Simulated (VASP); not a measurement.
## HC12 (a cell with a defect): single point with LDA

HC12 (a cell with a defect):

```xyz
13
Lattice="1.7657 -3.5315 -1.7657 3.5315 -1.7657 1.7657 -1.7657 -3.5315 1.7657" Properties=species:S:1:pos:R:3 pbc="T T T"
C     3.5315   -3.5315    1.7657
C     0.0000   -3.5315    1.7657
C     3.5315   -5.2972    0.0000
C     3.5315   -7.0630    1.7657
C     1.7657   -3.5315    0.0000
C     1.7657   -5.2972    1.7657
C     2.6486   -4.4144   -0.8829
C     2.6486   -6.1801    0.8829
C     4.4144   -4.4144    0.8829
C     0.8829   -4.4144    0.8829
C     2.6486   -2.6486    0.8829
C     2.6486   -4.4144    2.6486
H     2.0600   -5.5915   -0.8829
```

```yaml
Program: VASP 6.6.1
Task: single point
Functional: LDA
Potentials_or_basis: VASP PAW LDA potentials, release 64 (C, H)
Cutoff: 520 eV
k_mesh: 6 × 6 × 6
Occupations: gaussian, width 0.05 eV
Spin: no spin polarisation
```

```yaml
Largest_force: 9.996 eV/Å
```

Forces on the atoms (eV/Å):
```
C   -2.081  2.116 -9.545
C    0.117 -1.016  0.083
C    0.664 -0.111  0.562
C    0.005  0.403 -0.020
C   -0.098 -0.314  0.116
C    0.384 -0.077 -0.295
C    1.820  3.029  0.888
C   -0.048 -0.248  0.564
C    0.378 -0.204 -0.559
C   -0.081 -0.107  0.135
C   -0.190  0.660  0.200
C   -2.966 -1.936  1.138
H    2.098 -2.196  6.732
```

Levels at points of the mesh, in eV from the Fermi level:
```tsv
k point	band 22	band 23	band 24	band 25	band 26	band 27
(0.00, 0.00, 0.00)	-0.40	-0.35	-0.20	4.04	5.23	5.29
(0.50, 0.00, 0.00)	-4.32	-2.71	-2.07	4.51	5.57	6.13
(0.50, 0.50, 0.00)	-4.34	-2.72	-2.07	5.31	5.61	6.13
(0.00, 0.50, 0.00)	-3.13	-1.85	-1.47	3.75	4.43	6.43
(0.00, 0.00, 0.50)	-2.21	-1.88	-1.80	4.27	6.50	7.00
(0.50, 0.00, 0.50)	-3.68	-3.12	-3.03	3.41	4.39	5.19
(0.50, 0.50, 0.50)	-3.70	-3.13	-3.02	3.25	4.49	5.54
(0.00, 0.50, 0.50)	-4.35	-4.13	-4.05	3.75	5.74	5.87
```

Run time: 2.5 min on 1 thread of Intel(R) Xeon(R) Platinum 8259CL CPU @ 2.50GHz (Skylake/Cascade Lake) (shared host), peak memory 0.27 GiB.

Caveat: the cell carries a net charge on a neutralising background, which shifts energy and pressure; the cell is charged against a uniform background, so pressure and absolute levels hang on convention.
